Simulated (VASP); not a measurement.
# PbI2 (P-3m1) in VASP: further runs

The runs below take PbI2 through single point, relaxation of cell and atoms, with PBE+D3(BJ), PBE+D4, LDA, r2SCAN+rVV10.

Program: VASP 6.6.1. These are calculated values, not measurements. Logs are shortened: lines on timing, memory, paths and dates and some standing lists are left out, and cuts for length are marked.

**1. The cell of the first run**

The structure is trigonal, space group P-3m1 (No. 164). Conventional cell: a = 4.557 Å, b = 4.557 Å, c = 6.960 Å, α = 90.00°, β = 90.00°, γ = 120.00°. Within 4.3 Å of Pb (site symmetry -3m) lie 6 I at 3.24 Å. Within 4.3 Å of I (site symmetry 3m) lie 3 Pb at 3.24 Å and 3 I at 4.13 Å.

**2. Single point, PBE+D3(BJ)**

INCAR

```
PREC = Accurate
ENCUT = 500
EDIFF = 1E-6
ISMEAR = -1
SIGMA = 0.02
LREAL = False
LASPH = True
NELM = 120
ALGO = Normal
ISIF = 2
LWAVE = False
LCHARG = True
GGA = PE
IVDW = 12
LELF = True
LVHAR = True
NBANDS = 21
GGA_COMPAT = False
```

KPOINTS

```
regular mesh
0
Gamma
  6 6 4
```

POSCAR

```
PbI2
1.0
    4.5574682466      0.0000000000      0.0000000000
   -2.2787341233      3.9468832785      0.0000000000
    0.0000000000      0.0000000000      6.9603351976
Pb I
1 2
Direct
    0.0000000000      0.0000000000      0.0000000000
    0.3333333333      0.6666666667      0.2712467613
    0.6666666667      0.3333333333      0.7287532387
```

Potentials or basis: VASP PAW PBE potentials, release 64 (Pb_d, I).

Command:

```sh
$ cat potpaw_PBE.64/Pb_d/POTCAR potpaw_PBE.64/I/POTCAR > POTCAR
$ mpirun -np 1 vasp_std > vasp.out
```

OUTCAR:

```text
PREC = Accurate
   ENCUT = 500
   EDIFF = 1E-6
   ISMEAR = -1
   LREAL = False
   LASPH = True
   NELM = 120
   ISIF = 2
   GGA = PE
   IVDW = 12
 IVDW          = 12

 ion  position               nearest neighbor table
   1  0.000  0.000  0.000-   2 3.24   3 3.24   3 3.24   2 3.24   3 3.24   2 3.24
   2  0.333  0.667  0.271-   1 3.24   1 3.24   1 3.24
   3  0.667  0.333  0.729-   1 3.24   1 3.24   1 3.24

  LATTYP: Found a hexagonal cell.
 ALAT       =     4.5574682466
 C/A-ratio  =     1.5272372337

  Lattice vectors:

 A1 = (   4.5574682466,   0.0000000000,   0.0000000000)
 A2 = (  -2.2787341233,   3.9468832785,   0.0000000000)
 A3 = (   0.0000000000,   0.0000000000,   6.9603351976)

Analysis of symmetry for initial positions (statically):
=====================================================================
 Subroutine PRICEL returns:
 Original cell was already a primitive cell.

 Routine SETGRP: Setting up the symmetry group for a
 hexagonal supercell.

 Subroutine GETGRP returns: Found 12 space group operations
 (whereof 12 operations were pure point group operations)
 out of a pool of 24 trial point group operations.

The static configuration has the point symmetry D_3d.

Analysis of symmetry for dynamics (positions and initial velocities):
=====================================================================
 Subroutine PRICEL returns:
 Original cell was already a primitive cell.

 Routine SETGRP: Setting up the symmetry group for a
 hexagonal supercell.

 Subroutine GETGRP returns: Found 12 space group operations
 (whereof 12 operations were pure point group operations)
 out of a pool of 24 trial point group operations.

The dynamic configuration has the point symmetry D_3d.

 Subroutine INISYM returns: Found 12 space group operations
 (whereof 12 operations are pure point group operations),
 and found     1 'primitive' translations

----------------------------------------------------------------------------------------

                                     Primitive cell

  volume of cell :     125.2011

  direct lattice vectors                    reciprocal lattice vectors
[... 81 lines left out ...]
   ICHARG =      2    charge: 1-file 2-atom 10-const
   ISPIN  =      1    spin polarized calculation?
   LNONCOLLINEAR =      F non collinear calculations
   LSORBIT =      F    spin-orbit coupling
   LASPH  =      T    aspherical Exc in radial PAW
   ENCUT  =  500.0 eV  36.75 Ry    6.06 a.u.   8.31  8.31 12.69*2*pi/ulx,y,z
   NELM   =    120;   NELMIN=  2; NELMDL= -5     # of ELM steps
   EDIFF  = 0.1E-05   stopping-criterion for ELM
   LREAL  =      F    real-space projection
   EDIFFG = 0.1E-04   stopping-criterion for IOM
   NSW    =      0    number of steps for IOM
   IBRION =     -1    ionic relax: 0-MD 1-quasi-New 2-CG
   NFREE  =      0    steps in history (QN), initial steepest desc. (CG)
   ISIF   =      2    stress and relaxation
   ISYM   =      2    0-nonsym 1-usesym 2-fastsym
   POTIM  = 0.5000    time-step for ionic-motion
   TEBEG  =    0.0;   TEEND  =   0.0 temperature during run
   PSTRESS=    0.0 pullay stress
   NELECT =      28.0000    total number of electrons
   NUPDOWN=      -1.0000    fix difference up-down
   EMIN   =  10.00;   EMAX   =-10.00  energy-range for DOS
   EFERMI =   0.00;   METHOD = LEGACY
   ISMEAR =    -1;   SIGMA  =   0.02  broadening in eV -4-tet -1-fermi 0-gaus
   EFERMI_NEDOS =   21; number of points for ismear=-14 and -15
   IALGO  =     38    algorithm
   IMIX   =      4    mixing-type and parameters
     AMIX     =   0.40;   BMIX     =  1.00
     AMIX_MAG =   1.60;   BMIX_MAG =  1.00
  volume/ion in A,a.u.               =      41.73       281.63
  Fermi-wavevector in a.u.,A,eV,Ry     =   0.993707  1.877833 13.435109  0.987453
  Thomas-Fermi vector in A             =   2.125607
   LORBIT       =      0    0 simple, 1 ext, 2 COOP (PROOUT), +10 PAW based schemes
   GGA     = PE    functional components
   LHFCALC =     F    Hartree Fock is set to
   AEXX    =    0.0000 exact exchange contribution
   IVDW    =    12    specifies the selected vdW correction
   LEPSILON=     F    determine dielectric tensor
   LRPA    =     F    only Hartree local field effects (RPA)
 non-spin polarized calculation
  energy-cutoff  :      500.00
  volume of cell :      125.20
 maximum number of plane-waves:      3197
 NGX is ok and might be reduce to    36
   NGX = 17   NGY = 17   NGZ = 25

 number of electron      28.0000000 magnetization

 Free energy of the ion-electron system (eV)
  ---------------------------------------------------
  ext. energy  EPLUGINS =         0.00000000
  ---------------------------------------------------
  free energy    TOTEN  =        -8.55647691 eV

  energy without entropy =       -8.55647691  energy(sigma->0) =       -8.55647691

 E-fermi :   3.2216     XC(G=0):  -8.1545

 val. band max:        2.7542200814   @ k =   0.0000   0.0000   0.5000
 cond. band min:       4.9305905778   @ k =   0.0000   0.0000   0.5000
 fundamental gap:      2.1763704964
 Fermi energy:         3.2216492591

 k-point     1 :       0.0000    0.0000    0.0000
  band No.  band energies     occupation
      1     -13.4522      2.00000
      2     -13.4522      2.00000
      3     -13.4382      2.00000
      4     -13.4319      2.00000
      5     -13.4319      2.00000
      6      -9.4803      2.00000
[... 565 lines left out ...]
     20      10.4444      0.00000
     21      10.9094      0.00000

------------------------ aborting loop because EDIFF is reached ----------------------------------------

 Edisp (eV)   -0.91264

 E8    (eV) :    -0.4260

  FORCE on cell =-STRESS in cart. coord.  units (eV):
  Direction    XX          YY          ZZ          XY          YZ          ZX
  --------------------------------------------------------------------------------------
  -------------------------------------------------------------------------------------
  Total       0.01668     0.01668     0.02439     0.00000    -0.00000     0.00000
  in kB       0.21344     0.21344     0.31209     0.00000    -0.00000     0.00000
  external pressure =        0.25 kB  Pullay stress =        0.00 kB

 VOLUME and BASIS-vectors are now :
 -----------------------------------------------------------------------------
  energy-cutoff  :      500.00
  volume of cell :      125.20
      direct lattice vectors                 reciprocal lattice vectors
     4.557468247  0.000000000  0.000000000     0.219420070  0.126682236  0.000000000
    -2.278734123  3.946883279  0.000000000     0.000000000  0.253364473  0.000000000
     0.000000000  0.000000000  6.960335198     0.000000000  0.000000000  0.143671242

 POSITION                                       TOTAL-FORCE (eV/Angst)
 -----------------------------------------------------------------------------------
      0.00000      0.00000      0.00000         0.000000      0.000000      0.000000
     -0.00000      2.63126      1.88797        -0.000000     -0.000000      0.003414
      2.27873      1.31563      5.07237         0.000000      0.000000     -0.003414
 -----------------------------------------------------------------------------------
    total drift:                               -0.000000     -0.000000      0.000000

  FREE ENERGIE OF THE ION-ELECTRON SYSTEM (eV)
  ---------------------------------------------------
  free  energy   TOTEN  =        -9.4691163471 eV

  energy  without entropy=       -9.4691163471  energy(sigma->0) =       -9.46911635
```

stdout:

```text
POSCAR found type information on POSCAR PbI
 POSCAR found :  2 types and       3 ions
 scaLAPACK will be used
 LDA part: xc-table for (Slater+PW92), standard interpolation
 POSCAR, INCAR and KPOINTS ok, starting setup
 FFT: planning ... GRIDC
 FFT: planning ... GRID_SOFT
 FFT: planning ... GRID
 WAVECAR not read
 entering main loop
```

It took 83 s on 1 thread of Intel Xeon 8259CL, shared host; peak memory 0.28 GiB.

What came out:

```
Free energy                : -9.4691 eV
Pressure                   : 0.0 GPa
Largest force              : 0.003 eV/Å
Band gap on the k mesh     : 2.18 eV
Dispersion energy per atom : -0.304 eV
```

Forces in eV/Å, atoms in the order of the input:
```
Pb   0.000  0.000  0.000
I    0.000  0.000  0.003
I    0.000  0.000 -0.003
```

Levels at points of the mesh, in eV from the valence-band top:
| k point | band 11 | band 12 | band 13 | band 14 | band 15 | band 16 | band 17 | band 18 |
| --- | --- | --- | --- | --- | --- | --- | --- | --- |
| (0.00, 0.00, 0.00) | -1.02 | -0.97 | -0.97 | -0.77 | 2.47 | 3.30 | 3.30 | 6.40 |
| (0.50, 0.00, 0.00) | -2.09 | -1.71 | -0.79 | -0.40 | 2.76 | 3.54 | 4.57 | 4.96 |
| (0.00, 0.00, 0.50) | -1.18 | -0.76 | -0.76 | 0.00 | 2.18 | 3.10 | 3.10 | 6.25 |
| (0.50, 0.00, 0.50) | -1.76 | -1.45 | -1.22 | -0.72 | 3.09 | 3.62 | 4.02 | 5.74 |

Caveat: spin-orbit coupling is left out, which moves the levels of the heavy elements. PBE gaps usually lie below the measured ones, often by a third to a half.

**3. Single point, PBE+D4**

This run uses another cell than the first one, of 41.65 Å³/atom.

INCAR

```
SYSTEM = PbI2
PREC = Accurate ; ENCUT = 500
EDIFF = 1E-6 ; ISMEAR = -1
SIGMA = 0.02 ; LREAL = .False.
LASPH = .True. ; NELM = 120
ALGO = Normal ; ISIF = 2
LWAVE = .False. ; LCHARG = .False.
GGA = PE ; IVDW = 13
NBANDS = 21 ; GGA_COMPAT = .False.
```

KPOINTS

```
regular mesh
0
Gamma
  6 6 4
  0 0 0
```

POSCAR

```
PbI2
1.0
    4.5538674630      0.0000000000      0.0000000000
   -2.2769337315      3.9437649084      0.0000000000
    0.0000000000      0.0000000000      6.9568442683
Pb I
1 2
Direct
    0.0000000000      0.0000000000      0.0000000000
    0.3333333333      0.6666666667      0.2718010390
    0.6666666667      0.3333333333      0.7281989610
```

Potentials or basis: VASP PAW PBE potentials, release 64 (Pb_d, I).

Command:

```sh
$ cat potpaw_PBE.64/Pb_d/POTCAR potpaw_PBE.64/I/POTCAR > POTCAR
$ mpirun -np 1 vasp_std > vasp.out
```

It took 81 s on 1 thread of Intel Xeon 8259CL, shared host; peak memory 0.27 GiB.

The run converged. Its results:

```yaml
Free_energy: -9.5706 eV
Pressure: 0.0 GPa
Band_gap_on_the_k_mesh: 2.17 eV
Dispersion_energy_per_atom: -0.339 eV
```

Levels at points of the mesh, in eV from the valence-band top:
| k point | band 10 | band 11 | band 12 | band 13 | band 14 | band 15 | band 16 | band 17 | band 18 | band 19 |
| --- | --- | --- | --- | --- | --- | --- | --- | --- | --- | --- |
| (0.00, 0.00, 0.00) | -1.02 | -1.02 | -0.98 | -0.98 | -0.78 | 2.47 | 3.29 | 3.29 | 6.40 | 7.30 |
| (0.50, 0.00, 0.00) | -2.51 | -2.10 | -1.73 | -0.80 | -0.40 | 2.75 | 3.52 | 4.56 | 4.94 | 8.08 |
| (0.00, 0.00, 0.50) | -1.19 | -1.19 | -0.77 | -0.77 | 0.00 | 2.17 | 3.09 | 3.09 | 6.23 | 7.24 |
| (0.50, 0.00, 0.50) | -1.84 | -1.77 | -1.47 | -1.23 | -0.73 | 3.08 | 3.60 | 4.01 | 5.73 | 7.37 |

Caveat: spin-orbit coupling is left out, which moves the levels of the heavy elements.

[end of part 1 of 2]
